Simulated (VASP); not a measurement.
Input of a VASP 6.6.1 run:

INCAR

```
PREC = Accurate ; ENCUT = 520
EDIFF = 1E-6 ; ISMEAR = -1
SIGMA = 0.08 ; LREAL = False
LASPH = True ; NELM = 150
ALGO = Normal ; ISIF = 2
LWAVE = False ; LCHARG = False
LNONCOLLINEAR = True ; MAGMOM = 0 0 0
LORBIT = 11 ; LSORBIT = True
GGA_COMPAT = False ; LORBMOM = True
LMAXMIX = 4 ; GGA = PS
NBANDS = 25
```

Contents of KPOINTS:

```
regular mesh
0
Gamma
  16 16 16
```

The input POSCAR:

```
Mo
1.0
   -1.5645471441      1.5645471441      1.5645471441
    1.5645471441     -1.5645471441      1.5645471441
    1.5645471441      1.5645471441     -1.5645471441
Mo
1
Direct
    0.0000000000      0.0000000000      0.0000000000
```

Potentials or basis: VASP PAW PBE potentials, release 64 (Mo_sv).

Launch:

```bash
$ cat potpaw_PBE.64/Mo_sv/POTCAR > POTCAR
$ mpirun -np 1 vasp_ncl > vasp.out
```

Task: Estimate the pressure.

Result: 0.7 GPa.

Task: Estimate the net moment.

Result: 0.00 μB per cell.

Moments on the atoms (μB; x, y, z):
```
Mo  0.00 0.00 0.00
```

Caveat: the PAW data sets were made with another functional, which shifts forces and pressure a little.
